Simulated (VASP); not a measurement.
# GeS (Pnma) in VASP: single point with PBE+D3(BJ)

Aim: the single point of GeS with PBE+D3(BJ).

Program: VASP 6.6.1. These are calculated values, not measurements. Logs are shortened: lines on timing, memory, paths and dates and some standing lists are left out, and cuts for length are marked.

## Step 1: The cell of the first run

Symmetry: Pnma, No. 62, orthorhombic system. Conventional cell: a = 10.656 Å, b = 3.679 Å, c = 4.360 Å, α = 90.00°, β = 90.00°, γ = 90.00°. Within 3.2 Å of Ge (site symmetry m) lie 3 S at 2.46 Å. S (site symmetry m) has 3 Ge at 2.46 Å within 3.2 Å.

## Step 2: Single point, PBE+D3(BJ)

Input file INCAR:

```
SYSTEM = GeS
ALGO = Normal
EDIFF = 1E-6
ENCUT = 500
GGA = PE
GGA_COMPAT = .False.
ISIF = 2
ISMEAR = 0
IVDW = 12
LASPH = .True.
LCHARG = .False.
LREAL = .False.
LWAVE = .False.
NBANDS = 50
NELM = 120
PREC = Accurate
SIGMA = 0.01
```

Input file KPOINTS:

```
k-points
0
Gamma
  4 10 8
  0 0 0
```

Input file POSCAR:

```
GeS
1.0
   10.6557839306      0.0000000000      0.0000000000
    0.0000000000      3.6787573202      0.0000000000
    0.0000000000      0.0000000000      4.3598179902
Ge S
4 4
Direct
    0.1244312047      0.2500000000      0.1353694821
    0.3755687953      0.7500000000      0.6353694821
    0.6244312047      0.2500000000      0.3646305179
    0.8755687953      0.7500000000      0.8646305179
    0.8493660901      0.2500000000      0.4949391507
    0.6506339099      0.7500000000     -0.0050608493
    0.3493660901      0.2500000000      1.0050608493
    0.1506339099      0.7500000000      0.5050608493
```

Potentials or basis: VASP PAW PBE potentials, release 64 (Ge_d, S).

Run with:

```console
cat potpaw_PBE.64/Ge_d/POTCAR potpaw_PBE.64/S/POTCAR > POTCAR
mpirun -np 1 vasp_std > vasp.out
```

OUTCAR:

```text
SYSTEM = GeS
   EDIFF = 1E-6
   ENCUT = 500
   GGA = PE
   ISIF = 2
   ISMEAR = 0
   IVDW = 12
   LASPH = .True.
   LREAL = .False.
   NELM = 120
   PREC = Accurate
 IVDW          = 12

 ion  position               nearest neighbor table
   1  0.124  0.250  0.135-   8 2.46   8 2.46   7 2.46
   2  0.376  0.750  0.635-   7 2.46   7 2.46   8 2.46
   3  0.624  0.250  0.365-   6 2.46   6 2.46   5 2.46
   4  0.876  0.750  0.865-   5 2.46   5 2.46   6 2.46
   5  0.849  0.250  0.495-   4 2.46   4 2.46   3 2.46
   6  0.651  0.750  0.995-   3 2.46   3 2.46   4 2.46
   7  0.349  0.250  0.005-   2 2.46   2 2.46   1 2.46
   8  0.151  0.750  0.505-   1 2.46   1 2.46   2 2.46

  LATTYP: Found a simple orthorhombic cell.
 ALAT       =     3.6787573202
 B/A-ratio  =     1.1851333509
 C/A-ratio  =     2.8965715874

  Lattice vectors:

 A1 = (   0.0000000000,   3.6787573202,   0.0000000000)
 A2 = (   0.0000000000,   0.0000000000,   4.3598179902)
 A3 = (  10.6557839306,   0.0000000000,   0.0000000000)

Analysis of symmetry for initial positions (statically):
=====================================================================
 Subroutine PRICEL returns:
 Original cell was already a primitive cell.

 Routine SETGRP: Setting up the symmetry group for a
 simple orthorhombic supercell.

 Subroutine GETGRP returns: Found  8 space group operations
 (whereof  2 operations were pure point group operations)
 out of a pool of  8 trial point group operations.

The static configuration has the point symmetry S_2 .
 The point group associated with its full space group is D_2h.

Analysis of symmetry for dynamics (positions and initial velocities):
=====================================================================
 Subroutine PRICEL returns:
 Original cell was already a primitive cell.

 Routine SETGRP: Setting up the symmetry group for a
 simple orthorhombic supercell.

 Subroutine GETGRP returns: Found  8 space group operations
 (whereof  2 operations were pure point group operations)
 out of a pool of  8 trial point group operations.

The dynamic configuration has the point symmetry S_2 .
 The point group associated with its full space group is D_2h.

 Subroutine INISYM returns: Found  8 space group operations
 (whereof  2 operations are pure point group operations),
 and found     1 'primitive' translations

----------------------------------------------------------------------------------------

                                     Primitive cell

  volume of cell :     170.9051

  direct lattice vectors                    reciprocal lattice vectors
    10.655783931  0.000000000  0.000000000     0.093845747  0.000000000  0.000000000
     0.000000000  3.678757320  0.000000000     0.000000000  0.271830924  0.000000000
     0.000000000  0.000000000  4.359817990     0.000000000  0.000000000  0.229367373

  length of vectors
    10.655783931  3.678757320  4.359817990     0.093845747  0.271830924  0.229367373

  position of ions in fractional coordinates (direct lattice)
     0.124431205  0.250000000  0.135369482
     0.375568795  0.750000000  0.635369482
     0.624431205  0.250000000  0.364630518
     0.875568795  0.750000000  0.864630518
     0.849366090  0.250000000  0.494939151
     0.650633910  0.750000000  0.994939151
     0.349366090  0.250000000  0.005060849
     0.150633910  0.750000000  0.505060849

  ion indices of the primitive-cell ions
   primitive index   ion index
                 1           1
                 2           2
                 3           3
                 4           4
                 5           5
                 6           6
                 7           7
                 8           8

----------------------------------------------------------------------------------------

 KPOINTS: k-points

Automatic generation of k-mesh.
 Grid dimensions read from file:
 generate k-points for:    4   10    8

 Generating k-lattice:

  Cartesian coordinates                     Fractional coordinates (reciprocal lattice)
     0.023461437  0.000000000  0.000000000     0.250000000  0.000000000  0.000000000
     0.000000000  0.027183092  0.000000000     0.000000000  0.100000000  0.000000000
     0.000000000  0.000000000  0.028670922     0.000000000  0.000000000  0.125000000

  Length of vectors
     0.023461437  0.027183092  0.028670922

  Shift w.r.t. Gamma in fractional coordinates (k-lattice)
     0.000000000  0.000000000  0.000000000

 Subroutine IBZKPT returns following result:
 ===========================================

 Found     90 irreducible k-points:

 Following reciprocal coordinates:
            Coordinates               Weight
  0.000000  0.000000  0.000000      1.000000
  0.250000  0.000000  0.000000      2.000000
  0.500000  0.000000  0.000000      1.000000
  0.000000  0.100000  0.000000      2.000000
  0.250000  0.100000  0.000000      4.000000
  0.500000  0.100000  0.000000      2.000000
[... 16 lines left out ...]
  0.250000  0.100000  0.125000      8.000000
  0.500000  0.100000  0.125000      4.000000
 [... further k-points ...]
   k-points           NKPTS =     90   k-points in BZ     NKDIM =     90   number of bands    NBANDS=     50
   number of dos      NEDOS =    301   number of ions     NIONS =      8
   total plane-waves  NPLWV =  71680
   dimension x,y,z NGX =    80 NGY =   28 NGZ =   32
   dimension x,y,z NGXF=   160 NGYF=   56 NGZF=   64
   ions per type =               4   4
   NGX,Y,Z   is equivalent  to a cutoff of  12.48, 12.65, 12.20 a.u.
   NGXF,Y,Z  is equivalent  to a cutoff of  24.96, 25.31, 24.40 a.u.
 SYSTEM =  GeS
   PREC   = accura    normal or accurate (medium, high low for compatibility)
   ISTART =      0    job   : 0-new  1-cont  2-samecut
   ICHARG =      2    charge: 1-file 2-atom 10-const
   ISPIN  =      1    spin polarized calculation?
   LNONCOLLINEAR =      F non collinear calculations
   LSORBIT =      F    spin-orbit coupling
   LASPH  =      T    aspherical Exc in radial PAW
   ENCUT  =  500.0 eV  36.75 Ry    6.06 a.u.  19.43  6.71  7.95*2*pi/ulx,y,z
   NELM   =    120;   NELMIN=  2; NELMDL= -5     # of ELM steps
   EDIFF  = 0.1E-05   stopping-criterion for ELM
   LREAL  =      F    real-space projection
   EDIFFG = 0.1E-04   stopping-criterion for IOM
   NSW    =      0    number of steps for IOM
   IBRION =     -1    ionic relax: 0-MD 1-quasi-New 2-CG
   NFREE  =      0    steps in history (QN), initial steepest desc. (CG)
   ISIF   =      2    stress and relaxation
   ISYM   =      2    0-nonsym 1-usesym 2-fastsym
   POTIM  = 0.5000    time-step for ionic-motion
   TEBEG  =    0.0;   TEEND  =   0.0 temperature during run
   PSTRESS=    0.0 pullay stress
   NELECT =      80.0000    total number of electrons
   NUPDOWN=      -1.0000    fix difference up-down
   EMIN   =  10.00;   EMAX   =-10.00  energy-range for DOS
   EFERMI =   0.00;   METHOD = LEGACY
   ISMEAR =     0;   SIGMA  =   0.01  broadening in eV -4-tet -1-fermi 0-gaus
   EFERMI_NEDOS =   21; number of points for ismear=-14 and -15
   IALGO  =     38    algorithm
   IMIX   =      4    mixing-type and parameters
     AMIX     =   0.40;   BMIX     =  1.00
     AMIX_MAG =   1.60;   BMIX_MAG =  1.00
  volume/ion in A,a.u.               =      21.36       144.17
  Fermi-wavevector in a.u.,A,eV,Ry     =   1.271120  2.402068 21.983557  1.615746
  Thomas-Fermi vector in A             =   2.404070
   LORBIT       =      0    0 simple, 1 ext, 2 COOP (PROOUT), +10 PAW based schemes
   GGA     = PE    functional components
   LHFCALC =     F    Hartree Fock is set to
   AEXX    =    0.0000 exact exchange contribution
   IVDW    =    12    specifies the selected vdW correction
   LEPSILON=     F    determine dielectric tensor
   LRPA    =     F    only Hartree local field effects (RPA)
 non-spin polarized calculation
 Gauss-broadening in eV      SIGMA  =   0.01
  energy-cutoff  :      500.00
  volume of cell :      170.91
 maximum number of plane-waves:      4368
 NGX is ok and might be reduce to    80
   NGX = 39   NGY = 13   NGZ = 15

 number of electron      80.0000037 magnetization

 Free energy of the ion-electron system (eV)
  ---------------------------------------------------
  ext. energy  EPLUGINS =         0.00000000
  ---------------------------------------------------
  free energy    TOTEN  =       -36.63840050 eV

  energy without entropy =      -36.63840050  energy(sigma->0) =      -36.63840050

 E-fermi :   4.6267     XC(G=0):  -9.9162

 val. band max:        4.4874792054   @ k =   0.0000   0.0000   0.0000
 cond. band min:       5.7502023244   @ k =   0.0000   0.0000   0.0000
 fundamental gap:      1.2627231189
 Fermi energy:         4.6266926064

 k-point     1 :       0.0000    0.0000    0.0000
  band No.  band energies     occupation
      1     -19.8205      2.00000
      2     -19.8182      2.00000
      3     -19.8136      2.00000
      4     -19.8122      2.00000
      5     -19.8114      2.00000
      6     -19.8104      2.00000
[... 42 lines left out ...]
     49      10.0646      0.00000
     50      10.4973      0.00000

 k-point     2 :       0.2500    0.0000    0.0000
  band No.  band energies     occupation
      1     -19.8202      2.00000
      2     -19.8186      2.00000
      3     -19.8133      2.00000
      4     -19.8123      2.00000
      5     -19.8113      2.00000
      6     -19.8106      2.00000
[... 42 lines left out ...]
     49      10.2528      0.00000
     50      10.2697      0.00000

 k-point     3 :       0.5000    0.0000    0.0000
  band No.  band energies     occupation
      1     -19.8194      2.00000
      2     -19.8194      2.00000
      3     -19.8128      2.00000
      4     -19.8128      2.00000
      5     -19.8110      2.00000
      6     -19.8110      2.00000
[... 1102 lines left out ...]
     49       9.4042      0.00000
     50       9.9021      0.00000

 k-point    24 :       0.5000    0.1000    0.1250
  band No.  band energies     occupation
      1     -19.8182      2.00000
      2     -19.8182      2.00000
      3     -19.8124      2.00000
      4     -19.8124      2.00000
      5     -19.8113      2.00000
      6     -19.8113      2.00000
[... 42 lines left out ...]
     49       9.7380      0.00000
     50       9.7498      0.00000

 [... further k-points ...]

------------------------ aborting loop because EDIFF is reached ----------------------------------------

 Edisp (eV)   -2.61784

 E8    (eV) :    -1.0684

  FORCE on cell =-STRESS in cart. coord.  units (eV):
  Direction    XX          YY          ZZ          XY          YZ          ZX
  --------------------------------------------------------------------------------------
  -------------------------------------------------------------------------------------
  Total      -0.10305    -0.10273    -0.07813     0.00000    -0.00000     0.00000
  in kB      -0.96607    -0.96309    -0.73241     0.00000    -0.00000     0.00000
  external pressure =       -0.89 kB  Pullay stress =        0.00 kB

 VOLUME and BASIS-vectors are now :
 -----------------------------------------------------------------------------
  energy-cutoff  :      500.00
  volume of cell :      170.91
      direct lattice vectors                 reciprocal lattice vectors
    10.655783931  0.000000000  0.000000000     0.093845747  0.000000000  0.000000000
     0.000000000  3.678757320  0.000000000     0.000000000  0.271830924  0.000000000
     0.000000000  0.000000000  4.359817990     0.000000000  0.000000000  0.229367373

 POSITION                                       TOTAL-FORCE (eV/Angst)
 -----------------------------------------------------------------------------------
      1.32591      0.91969      0.59019         0.001312      0.000000     -0.006497
      4.00198      2.75907      2.77010        -0.001312      0.000000     -0.006497
      6.65380      0.91969      1.58972         0.001312      0.000000      0.006497
      9.32987      2.75907      3.76963        -0.001312     -0.000000      0.006497
      9.05066      0.91969      2.15784        -0.001266     -0.000000     -0.005196
      6.93301      2.75907      4.33775         0.001266     -0.000000     -0.005196
      3.72277      0.91969      0.02206        -0.001266      0.000000      0.005196
      1.60512      2.75907      2.20197         0.001266      0.000000      0.005196
 -----------------------------------------------------------------------------------
    total drift:                                0.000000      0.000000      0.000000

  FREE ENERGIE OF THE ION-ELECTRON SYSTEM (eV)
  ---------------------------------------------------
  free  energy   TOTEN  =       -39.2562425301 eV

  energy  without entropy=      -39.2562425301  energy(sigma->0) =      -39.25624253
```

It took 9.4 min on 1 thread of Intel Xeon Platinum 8375C at 2.90GHz (Ice Lake), shared host; peak memory 0.62 GiB.

Results:

```yaml
Free_energy: -39.2562 eV
Pressure: -0.1 GPa
Largest_force: 0.007 eV/Å
Band_gap_on_the_k_mesh: 1.26 eV, direct
Dispersion_energy_per_atom: -0.327 eV
```

Forces on the atoms (eV/Å):
```
Ge   0.001  0.000 -0.006
Ge  -0.001  0.000 -0.006
Ge   0.001  0.000  0.006
Ge  -0.001  0.000  0.006
S   -0.001  0.000 -0.005
S    0.001  0.000 -0.005
S   -0.001  0.000  0.005
S    0.001  0.000  0.005
```

A k mesh can miss the band edges.
